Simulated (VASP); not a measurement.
Ir, 2 atoms in the cell. It takes space group Fm-3m (No. 225, cubic). Conventional cell: a = 3.868 Å, b = 3.868 Å, c = 3.868 Å, α = 90.00°, β = 90.00°, γ = 90.00°. Ir (site symmetry m-3m) has 12 Ir at 2.74 Å within 3.6 Å.  This cell differs from its parent crystal: equal strain along all axes, cell held: +1.0 %.

- Program: VASP 6.6.1
- Task: single point
- Functional: PBEsol
- Potentials or basis: VASP PAW PBE potentials, release 64 (Ir)
- Cutoff: 520 eV
- k mesh: 20 × 20 × 14
- Occupations: gaussian, width 0.1 eV
- Spin: no spin polarisation
- Dipole correction: no
- Further INCAR settings: ALGO = Fast; EDIFF = 1e-07; NBANDS = 16

Potentials or basis: VASP PAW PBE potentials, release 64 (Ir).

Launch:

```sh
$ cat potpaw_PBE.64/Ir/POTCAR > POTCAR
$ mpirun -np 1 vasp_std > vasp.out
```

Hardware: 1 thread of Intel(R) Xeon(R) Platinum 8259CL CPU @ 2.50GHz (Skylake/Cascade Lake), with other jobs on the host.

Question: Estimate the wall time of this run.

Answer: It took 3.5 min on 1 thread of Intel(R) Xeon(R) Platinum 8259CL CPU @ 2.50GHz (Skylake/Cascade Lake) (shared host), peak memory 0.31 GiB. Counts: scf iterations 18, k points 528.
